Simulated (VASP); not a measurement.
# Al2Cu (I4/mcm) in VASP: a series of runs

Runs on Al2Cu. Level: LDA. Tasks: single point.

All numbers are computed with VASP 6.6.1; they aren't measurements. Logs are shortened: lines on timing, memory, paths and dates and some standing lists are left out, and cuts for length are marked.

## 1. The cell of the first run

Symmetry: I4/mcm, No. 140, tetragonal system. Conventional cell: a = 5.933 Å, b = 5.933 Å, c = 4.785 Å, α = 90.00°, β = 90.00°, γ = 90.00°. Al (site symmetry m2m) has 4 Cu at 2.53 Å and 11 Al at 2.68 to 3.15 Å within 3.3 Å. Cu (site symmetry 422) has 2 Cu at 2.39 Å and 8 Al at 2.53 Å within 3.2 Å.

## 2. Single point, LDA

File INCAR:

```
SYSTEM = Al2Cu
PREC = Accurate
ENCUT = 520
EDIFF = 1E-7
ISMEAR = 0
SIGMA = 0.1
LREAL = .False.
LASPH = .True.
NELM = 80
ALGO = Fast
ISIF = 2
LWAVE = .False.
LCHARG = .False.
NBANDS = 26
```

File KPOINTS:

```
regular mesh
0
Gamma
  10 10 10
  0 0 0
```

File POSCAR:

```
Al2Cu
1.0
   -2.9663315828      2.9663315828      2.3924604098
    2.9663315828     -2.9663315828      2.3924604098
    2.9663315828      2.9663315828     -2.3924604098
Al Cu
4 2
Direct
    0.3404168149      0.1595831851      0.5000000000
    0.1595831851      0.6595831851      0.8191663701
    0.8404168149      0.3404168149      0.1808336299
    0.6595831851      0.8404168149      0.5000000000
    0.7500000000      0.7500000000      0.0000000000
    0.2500000000      0.2500000000      0.0000000000
```

Potentials or basis: VASP PAW LDA potentials, release 64 (Al, Cu).

The run is started by

```console
$ cat potpaw_LDA.64/Al/POTCAR potpaw_LDA.64/Cu/POTCAR > POTCAR
$ mpirun -np 1 vasp_std > vasp.out
```

OUTCAR:

```text
SYSTEM = Al2Cu
   PREC = Accurate
   ENCUT = 520
   EDIFF = 1E-7
   ISMEAR = 0
   LREAL = .False.
   LASPH = .True.
   NELM = 80
   ISIF = 2

 ion  position               nearest neighbor table
   1  0.340  0.160  0.500-   5 2.53   6 2.53   6 2.53   5 2.53   4 2.68   4 2.83   4 2.83   3 3.05
                             2 3.05   2 3.05   3 3.05   3 3.15   2 3.15   3 3.15   2 3.15
   2  0.160  0.660  0.819-   5 2.53   6 2.53   5 2.53   6 2.53   3 2.68   3 2.83   3 2.83   4 3.05
                             1 3.05   1 3.05   4 3.05   1 3.15   4 3.15   1 3.15   4 3.15
   3  0.840  0.340  0.181-   5 2.53   6 2.53   5 2.53   6 2.53   2 2.68   2 2.83   2 2.83   4 3.05
                             1 3.05   1 3.05   4 3.05   4 3.15   1 3.15   1 3.15   4 3.15
   4  0.660  0.840  0.500-   6 2.53   5 2.53   5 2.53   6 2.53   1 2.68   1 2.83   1 2.83   3 3.05
                             2 3.05   2 3.05   3 3.05   3 3.15   2 3.15   2 3.15   3 3.15
   5  0.750  0.750  0.000-   6 2.39   6 2.39   1 2.53   4 2.53   1 2.53   4 2.53   2 2.53   3 2.53
                             2 2.53   3 2.53
   6  0.250  0.250  0.000-   5 2.39   5 2.39   4 2.53   1 2.53   4 2.53   1 2.53   3 2.53   2 2.53
                             3 2.53   2 2.53

  LATTYP: Found a body centered tetragonal cell.
 ALAT       =     5.9326631656
 C/A-ratio  =     0.8065384274

  Lattice vectors:

 A1 = (  -2.9663315828,   2.9663315828,   2.3924604098)
 A2 = (   2.9663315828,  -2.9663315828,   2.3924604098)
 A3 = (   2.9663315828,   2.9663315828,  -2.3924604098)

Analysis of symmetry for initial positions (statically):
=====================================================================
 Subroutine PRICEL returns:
 Original cell was already a primitive cell.

 Routine SETGRP: Setting up the symmetry group for a
 body centered tetragonal supercell.

 Subroutine GETGRP returns: Found 16 space group operations
 (whereof  8 operations were pure point group operations)
 out of a pool of 16 trial point group operations.

The static configuration has the point symmetry C_4h.
 The point group associated with its full space group is D_4h.

Analysis of symmetry for dynamics (positions and initial velocities):
=====================================================================
 Subroutine PRICEL returns:
 Original cell was already a primitive cell.

 Routine SETGRP: Setting up the symmetry group for a
 body centered tetragonal supercell.

 Subroutine GETGRP returns: Found 16 space group operations
 (whereof  8 operations were pure point group operations)
 out of a pool of 16 trial point group operations.

The dynamic configuration has the point symmetry C_4h.
 The point group associated with its full space group is D_4h.

 Subroutine INISYM returns: Found 16 space group operations
 (whereof  8 operations are pure point group operations),
 and found     1 'primitive' translations

----------------------------------------------------------------------------------------

                                     Primitive cell

  volume of cell :      84.2062

  direct lattice vectors                    reciprocal lattice vectors
    -2.966331583  2.966331583  2.392460410     0.000000000  0.168558364  0.208989874
     2.966331583 -2.966331583  2.392460410     0.168558364  0.000000000  0.208989874
     2.966331583  2.966331583 -2.392460410     0.168558364  0.168558364  0.000000000

  length of vectors
     4.829297354  4.829297354  4.829297354     0.268493370  0.268493370  0.238377525

  position of ions in fractional coordinates (direct lattice)
     0.340416815  0.159583185  0.500000000
     0.159583185  0.659583185  0.819166370
     0.840416815  0.340416815  0.180833630
     0.659583185  0.840416815  0.500000000
     0.750000000  0.750000000  0.000000000
     0.250000000  0.250000000  0.000000000

  ion indices of the primitive-cell ions
   primitive index   ion index
                 1           1
                 2           2
                 3           3
                 4           4
                 5           5
                 6           6

----------------------------------------------------------------------------------------

 KPOINTS: regular mesh

Automatic generation of k-mesh.
 Grid dimensions read from file:
 generate k-points for:   10   10   10

 Generating k-lattice:

  Cartesian coordinates                     Fractional coordinates (reciprocal lattice)
     0.000000000  0.016855836  0.020898987     0.100000000  0.000000000 -0.000000000
     0.016855836  0.000000000  0.020898987     0.000000000  0.100000000 -0.000000000
     0.016855836  0.016855836  0.000000000     0.000000000  0.000000000  0.100000000

  Length of vectors
     0.026849337  0.026849337  0.023837753

  Shift w.r.t. Gamma in fractional coordinates (k-lattice)
     0.000000000  0.000000000  0.000000000

 Subroutine IBZKPT returns following result:
 ===========================================

 Found    102 irreducible k-points:

 Following reciprocal coordinates:
            Coordinates               Weight
  0.000000  0.000000  0.000000      1.000000
  0.100000  0.000000 -0.000000      8.000000
  0.200000  0.000000 -0.000000      8.000000
  0.300000  0.000000  0.000000      8.000000
  0.400000  0.000000 -0.000000      8.000000
  0.500000  0.000000 -0.000000      4.000000
[... 16 lines left out ...]
  0.300000  0.300000  0.000000      8.000000
  0.400000  0.300000  0.000000     16.000000
 [... further k-points ...]
   k-points           NKPTS =    102   k-points in BZ     NKDIM =    102   number of bands    NBANDS=     26
   number of dos      NEDOS =    301   number of ions     NIONS =      6
   total plane-waves  NPLWV =  46656
   dimension x,y,z NGX =    36 NGY =   36 NGZ =   36
   dimension x,y,z NGXF=    72 NGYF=   72 NGZF=   72
   ions per type =               4   2
   NGX,Y,Z   is equivalent  to a cutoff of  12.39, 12.39, 12.39 a.u.
   NGXF,Y,Z  is equivalent  to a cutoff of  24.79, 24.79, 24.79 a.u.
 SYSTEM =  Al2Cu
   PREC   = accura    normal or accurate (medium, high low for compatibility)
   ISTART =      0    job   : 0-new  1-cont  2-samecut
   ICHARG =      2    charge: 1-file 2-atom 10-const
   ISPIN  =      1    spin polarized calculation?
   LNONCOLLINEAR =      F non collinear calculations
   LSORBIT =      F    spin-orbit coupling
   LASPH  =      T    aspherical Exc in radial PAW
   ENCUT  =  520.0 eV  38.22 Ry    6.18 a.u.   8.98  8.98  8.98*2*pi/ulx,y,z
   NELM   =     80;   NELMIN=  2; NELMDL= -5     # of ELM steps
   EDIFF  = 0.1E-06   stopping-criterion for ELM
   LREAL  =      F    real-space projection
   EDIFFG = 0.1E-05   stopping-criterion for IOM
   NSW    =      0    number of steps for IOM
   IBRION =     -1    ionic relax: 0-MD 1-quasi-New 2-CG
   NFREE  =      0    steps in history (QN), initial steepest desc. (CG)
   ISIF   =      2    stress and relaxation
   ISYM   =      2    0-nonsym 1-usesym 2-fastsym
   POTIM  = 0.5000    time-step for ionic-motion
   TEBEG  =    0.0;   TEEND  =   0.0 temperature during run
   PSTRESS=    0.0 pullay stress
   NELECT =      34.0000    total number of electrons
   NUPDOWN=      -1.0000    fix difference up-down
   EMIN   =  10.00;   EMAX   =-10.00  energy-range for DOS
   EFERMI =   0.00;   METHOD = LEGACY
   ISMEAR =     0;   SIGMA  =   0.10  broadening in eV -4-tet -1-fermi 0-gaus
   EFERMI_NEDOS =   21; number of points for ismear=-14 and -15
   IALGO  =     68    algorithm
   IMIX   =      4    mixing-type and parameters
     AMIX     =   0.40;   BMIX     =  1.00
     AMIX_MAG =   1.60;   BMIX_MAG =  1.00
  volume/ion in A,a.u.               =      14.03        94.71
  Fermi-wavevector in a.u.,A,eV,Ry     =   1.210003  2.286574 19.920386  1.464107
  Thomas-Fermi vector in A             =   2.345563
   LORBIT       =      0    0 simple, 1 ext, 2 COOP (PROOUT), +10 PAW based schemes
   GGA     = CA    functional components
   LHFCALC =     F    Hartree Fock is set to
   AEXX    =    0.0000 exact exchange contribution
   IVDW    =     0    specifies the selected vdW correction
   LEPSILON=     F    determine dielectric tensor
   LRPA    =     F    only Hartree local field effects (RPA)
 non-spin polarized calculation
 RMM-DIIS sequential band-by-band and
 Gauss-broadening in eV      SIGMA  =   0.10
  energy-cutoff  :      520.00
  volume of cell :       84.21
 maximum number of plane-waves:      2291
   NGX = 17   NGY = 17   NGZ = 17

 number of electron      34.0000044 magnetization

 Free energy of the ion-electron system (eV)
  ---------------------------------------------------
  ext. energy  EPLUGINS =         0.00000000
  ---------------------------------------------------
  free energy    TOTEN  =       -27.29304255 eV

  energy without entropy =      -27.28423208  energy(sigma->0) =      -27.28863731

 E-fermi :   8.4300     XC(G=0): -11.3157

 val. band max:        8.4279063144   @ k =  -0.1000   0.3000   0.1000
 cond. band min:       8.4464708434   @ k =  -0.3000  -0.3000   0.2000
 fundamental gap:      0.0185645290
 Fermi energy:         8.4299668442

 k-point     1 :       0.0000    0.0000    0.0000
  band No.  band energies     occupation
      1      -2.7131      2.00000
      2       2.7917      2.00000
      3       2.9645      2.00000
      4       2.9645      2.00000
      5       2.9785      2.00000
      6       3.9334      2.00000
[... 18 lines left out ...]
     25      13.8931      0.00000
     26      14.5422      0.00000

 k-point     2 :       0.1000    0.0000   -0.0000
  band No.  band energies     occupation
      1      -2.6045      2.00000
      2       2.7866      2.00000
      3       2.9449      2.00000
      4       2.9628      2.00000
      5       3.0068      2.00000
      6       3.9175      2.00000
[... 18 lines left out ...]
     25      14.0141      0.00000
[... 608 lines left out ...]
     25      14.7725      0.00000
     26      15.7998      0.00000

 k-point    24 :       0.4000    0.3000    0.0000
  band No.  band energies     occupation
      1      -0.2751      2.00000
      2       0.5300      2.00000
      3       1.3247      2.00000
      4       2.8863      2.00000
      5       3.3726      2.00000
      6       3.5316      2.00000
[... 18 lines left out ...]
     25      15.6914      0.00000
     26      15.7247      0.00000

 [... further k-points ...]

------------------------ aborting loop because EDIFF is reached ----------------------------------------

  FORCE on cell =-STRESS in cart. coord.  units (eV):
  Direction    XX          YY          ZZ          XY          YZ          ZX
  --------------------------------------------------------------------------------------
  -------------------------------------------------------------------------------------
  Total        0.1845549      0.1845549      0.2000029      0.0000000     -0.0000000      0.0000000
  in kB        3.5114950      3.5114950      3.8054213      0.0000000     -0.0000000      0.0000000
  external PRESSURE =       3.6094705 kB  Pullay stress =       0.0000000 kB

 VOLUME and BASIS-vectors are now :
 -----------------------------------------------------------------------------
  energy-cutoff  :      520.00
  volume of cell :       84.21
      direct lattice vectors                 reciprocal lattice vectors
    -2.966331583  2.966331583  2.392460410     0.000000000  0.168558364  0.208989874
     2.966331583 -2.966331583  2.392460410     0.168558364  0.000000000  0.208989874
     2.966331583  2.966331583 -2.392460410     0.168558364  0.168558364  0.000000000

 POSITION                                       TOTAL-FORCE (eV/Angst)
 -----------------------------------------------------------------------------------
      0.94675      2.01958      0.00000        -0.001685      0.001685      0.000000
      3.91308      0.94675      0.00000        -0.001685     -0.001685     -0.000000
     -0.94675      2.01958      2.39246         0.001685      0.001685      0.000000
      2.01958      0.94675      2.39246         0.001685     -0.001685      0.000000
      0.00000      0.00000      3.58869         0.000000      0.000000      0.000000
      0.00000      0.00000      1.19623         0.000000      0.000000      0.000000
 -----------------------------------------------------------------------------------
    total drift:                                0.000000     -0.000000      0.000000

  FREE ENERGIE OF THE ION-ELECTRON SYSTEM (eV)
  ---------------------------------------------------
  free  energy   TOTEN  =       -27.2930425464 eV

  energy  without entropy=      -27.2842320772  energy(sigma->0) =      -27.28863731
```

It took 3.5 min on 1 thread of Intel Xeon Platinum 8488C (Sapphire Rapids), shared host; peak memory 0.3 GiB.

Results:

- Free energy: -27.2930 eV
- Pressure: 0.4 GPa
- Band gap on the k mesh: zero (bands 17 and 18 overlap by 4.47 eV)

Forces on the atoms (eV/Å):
```
Al  -0.002  0.002  0.000
Al  -0.002 -0.002  0.000
Al   0.002  0.002  0.000
Al   0.002 -0.002  0.000
Cu   0.000  0.000  0.000
Cu   0.000  0.000  0.000
```

(Continued in part 2 of 2.)
